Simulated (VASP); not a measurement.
Set up this calculation in VASP 6.6.1, as the native input.

```
Task                   : single point
Functional             : PBE
Potentials or basis    : VASP PAW PBE potentials, release 64 (Cu, O)
Cutoff                 : 520 eV
k mesh                 : 10 × 10 × 10
Occupations            : fermi-dirac, width 0.05 eV
Spin                   : no spin polarisation
Dipole correction      : no
Further INCAR settings : ALGO = Normal; EDIFF = 1e-07; NBANDS = 16
```

The structure of CuO lies in POSCAR:

```
CuO
1.0
    2.6356614378      0.0000000000      0.0000000000
    0.0000000000      2.6356614378      0.0000000000
    0.0000000000      0.0000000000      2.6356614378
Cu O
1 1
Direct
    0.0000000000      0.0000000000      0.0000000000
    0.5000000000      0.5000000000      0.5000000000
```

These files were run (other wordings do the same):

INCAR

```
SYSTEM = CuO
PREC     = Accurate       ! precision mode
ENCUT    = 520            ! plane-wave cutoff, eV
EDIFF    = 1E-7           ! SCF threshold, eV
ISMEAR   = -1             ! smearing method
SIGMA    = 0.05           ! smearing width, eV
LREAL    = .FALSE.        ! projectors in reciprocal space
LASPH    = .TRUE.         ! aspherical terms in the spheres
NELM     = 60             ! most SCF steps
ALGO     = Normal         ! electronic algorithm
ISIF     = 2              ! what is computed and relaxed
LWAVE    = .FALSE.        ! write WAVECAR
LCHARG   = .FALSE.        ! write CHGCAR
GGA      = PE             ! functional
NBANDS   = 16             ! bands
```

KPOINTS

```
regular mesh
0
G
  10 10 10
  0 0 0
```

Potentials or basis: VASP PAW PBE potentials, release 64 (Cu, O).

The run is started by

```bash
$ cat potpaw_PBE.64/Cu/POTCAR potpaw_PBE.64/O/POTCAR > POTCAR
$ mpirun -np 1 vasp_std > vasp.out
```

Results of the run:

The pressure is 0.1 GPa.

Caveat: an odd number of electrons without spin polarisation forces a metal; a magnetic or distorted state may lie lower.

Run time: 19 s on 1 thread of Intel Xeon 8259CL (shared host), peak memory 0.13 GiB.
